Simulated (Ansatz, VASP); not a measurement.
MnHg in VASP and in Ansatz

The input INCAR:

```
ALGO = Normal ; EDIFF = 1E-6
ENCUT = 520 ; GGA = PE
ISIF = 2 ; ISMEAR = -1
ISPIN = 2 ; LASPH = T
LCHARG = F ; LMAXMIX = 4
LORBIT = 11 ; LREAL = F
LWAVE = F ; MAGMOM = 4 0
NBANDS = 24 ; NELM = 150
PREC = Accurate ; SIGMA = 0.08
```

Contents of KPOINTS:

```
k-points
0
Gamma
  11 11 11
```

POSCAR

```
MnHg
1.0
    3.3833577074      0.0000000000      0.0000000000
    0.0000000000      3.3833577074      0.0000000000
    0.0000000000      0.0000000000      3.1824000000
Mn Hg
1 1
Direct
    0.5000000000      0.5000000000      0.5000000000
    0.0000000000      0.0000000000      0.0000000000
```

Input for Ansatz:

```yaml
crystal:
  lattice:
    - [3.3833577074, 0.0, 0.0]
    - [0.0, 3.3833577074, 0.0]
    - [0.0, 0.0, 3.1824]
  atoms:
    - { symbol: Mn, position: [0.5, 0.5, 0.5], spin: 4.0 }
    - { symbol: Hg, position: [0.0, 0.0, 0.0] }
magnetization:
  spin_polarized: true
kpoints:
  mp_grid: { grid: [11, 11, 11] }
scf:
  occupations: { method: fermi_dirac, width: 0.08 }
hamiltonian:
  xc: pbe
  pseudopotentials: { kind: all_electron, lapw: { basis_error: 0.00025 } }
output:
  forces: true
  stress: true
  eigenvalues: true
```

Change from the starting cell: z stretched by -4 % at fixed volume.

Alike in both runs: task single point; functional PBE; k mesh 11 × 11 × 11; occupations fermi-dirac, width 0.08 eV; collinear spin.

```csv
,VASP,Ansatz
version,VASP 6.6.1,Ansatz 0.2.0
potentials or method,"VASP PAW PBE potentials, release 64 (Mn_pv, Hg), cutoff 520 eV","all-electron LAPW, scalar-relativistic"
```

VASP gave:

```
pressure (GPa)                                                : 0.9
traceless stress, the component that is largest in VASP (GPa) : 0.79
net moment per atom (μB)                                      : 1.95
size of the moment on the site where the two differ most (μB) : 3.81
```

**Question.** What did Ansatz give for the same quantities?

**Answer.** Pressure (GPa): 0.4; traceless stress, the component that is largest in VASP (GPa): 0.74; net moment per atom (μB): 1.95; size of the moment on the site where the two differ most (μB): 3.92.

Site moments also hang on the region over which each program counts them. Ansatz ran all-electron here, and VASP with PAW potentials.

Neither program's run includes spin-orbit coupling.
